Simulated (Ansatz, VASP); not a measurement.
Two plane-wave programs on TiB2

```
CELL_PARAMETERS angstrom
4.07840 0.00000 0.00000
-2.03920 3.53200 0.00000
0.00000 0.00000 4.93159
ATOMIC_POSITIONS crystal
Ti 0.33333 0.66667 0.25000
Ti 0.66667 0.33333 0.75000
B 0.00000 0.00000 0.00000
B 0.00000 0.00000 0.50000
B 0.66667 0.33333 0.25000
B 0.33333 0.66667 0.75000
```

Alike in both runs: task relaxation of cell and atoms; functional PBE; k mesh 6 × 6 × 4; occupations gaussian, width 0.1 eV; no spin polarisation.

|  | VASP | Ansatz |
| --- | --- | --- |
| version | VASP 6.6.1 | Ansatz 0.2.0 |
| potentials or method | VASP PAW PBE potentials, release 64 (Ti_sv, B), cutoff 600 eV | scalar-relativistic, plane waves, PAW |
| valence electrons in the cell | 36 | 36 |

VASP gave:

| Quantity | Value |
| --- | --- |
| gap on the k mesh at the Fermi level, each at its own relaxed structure (eV) | none |
| relaxed volume (Å³/atom) | 9.35 |
| relaxed cell length with the largest relative difference (Å) | 3.871 |

What did Ansatz give for the same quantities?

gap on the k mesh at the Fermi level, each at its own relaxed structure (eV): none; relaxed volume (Å³/atom): 9.34; relaxed cell length with the largest relative difference (Å): 3.869.

A gap of «none» marks a metal or a gap that the smearing closes.

Noted on VASP's run: the volume moved by over 15 % at a fixed basis, so the end points are rough.
